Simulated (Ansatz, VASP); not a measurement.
## One calculation of Ge4F, two programs

File INCAR:

```
PREC = Accurate ; ENCUT = 520
EDIFF = 1E-6 ; ISMEAR = 0
SIGMA = 0.1 ; LREAL = F
LASPH = T ; NELM = 60
ALGO = Normal ; ISIF = 2
LWAVE = F ; LCHARG = F
LDIPOL = T ; IDIPOL = 3
DIPOL = 0.5 0.5 0.336 ; GGA = PE
IVDW = 12 ; NBANDS = 40
```

KPOINTS

```
Automatic mesh
0
Gamma
  7 7 1
```

POSCAR

```
Ge4F
1.0
    4.0303587907      0.0000000000      0.0000000000
    0.0000000000      4.0303587907      0.0000000000
    0.0000000000      0.0000000000     21.6416627718
Ge F
4 1
Direct
    0.0000000000      0.5000000000      0.1848286817
    0.0000000000      0.0000000000      0.2506714513
    0.5000000000      0.0000000000      0.3196569899
    0.5000000000      0.5000000000      0.3854446333
    0.7500000000      0.8750000000      0.5379282957
```

Input for Ansatz:

```yaml
crystal:
  lattice:
    - [4.0303587907, 0.0, 0.0]
    - [0.0, 4.0303587907, 0.0]
    - [0.0, 0.0, 21.6416627718]
  atoms:
    - { symbol: Ge, position: [0.0, 0.5, 0.1848286817] }
    - { symbol: Ge, position: [0.0, 0.0, 0.2506714513] }
    - { symbol: Ge, position: [0.5, 0.0, 0.3196569899] }
    - { symbol: Ge, position: [0.5, 0.5, 0.3854446333] }
    - { symbol: F, position: [0.75, 0.875, 0.5379282957] }
basis:
  ecutwfc: 420
kpoints:
  mp_grid: { grid: [7, 7, 1] }
hamiltonian:
  xc: pbe
  pseudopotentials: { kind: paw, azcp: { folder: soft_1 } }
  dispersion: d3bj
scf:
  occupations: { method: gaussian, width: 0.1 }
output:
  forces: true
  eigenvalues: true
  write_density: true
  write_potential: true
  elf: true
  volumetric_format: npy
efield:
  axis: 3
  dipole_correction: true
  ramp_width: 0.04
```

Alike in both runs: task single point; functional PBE; dispersion D3(BJ); k mesh 7 × 7 × 1; occupations gaussian, width 0.1 eV; no spin polarisation.

|  | VASP | Ansatz |
| --- | --- | --- |
| version | VASP 6.6.1 | Ansatz 0.2.0 |
| potentials or method | VASP PAW PBE potentials, release 64 (Ge_d, F), cutoff 520 eV | scalar-relativistic, plane waves, PAW |
| valence electrons in the cell | 63 | 63 |

```tsv
	VASP	Ansatz	Ansatz less VASP
gap on the k mesh at the Fermi level (eV)	none	none	-
rms of the force components (eV/Å)	0.209	0.210	+0.0004
```

Atom by atom the forces differ by 0.002 eV/Å (rms over components). A gap of «none» marks a metal or a gap that the smearing closes. Ansatz's warnings: xc potential rough in thin density.
